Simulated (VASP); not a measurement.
BeAs2C:

```
Be As C
1.0
     3.42471    0.00000    0.00000
     0.00000    3.42471    0.00000
     0.00000    0.00000    4.89686
Be As C
1 2 1
Direct
  0.00000 0.00000 0.00000
  0.00000 0.50000 0.26057
  0.50000 0.00000 0.73943
  0.50000 0.50000 0.50000
```

Base run:

```yaml
Program: VASP 6.6.1
Functional: r2SCAN
Potentials_or_basis: VASP PAW PBE potentials, release 64 (Be, As, C)
Cutoff: 520 eV
k_mesh: 6 × 6 × 4
Occupations: fermi-dirac, width 0.5 eV
Spin: no spin polarisation
```

Its results: band gap on the k mesh zero (bands 8 and 9 overlap by 0.49 eV); pressure 1.4 GPa; largest force 0.359 eV/Å.

Problem. The run is repeated on the same cell with these changes: occupations from fermi-dirac, width 0.5 eV to methfessel-paxton, width 0.05 eV; further incar settings from ALGO = Normal; EDIFF = 1e-06; NBANDS = 16 to ALGO = Normal; EDIFF = 1e-07; NBANDS = 16. What comes out?

Solution. Band gap on the k mesh zero (bands 8 and 9 overlap by 0.54 eV); pressure 0.3 GPa; largest force 0.046 eV/Å.

Caveats: the PAW data sets were made with another functional, which shifts forces and pressure a little; so wide a smearing shifts energies and pressures (at least some runs).
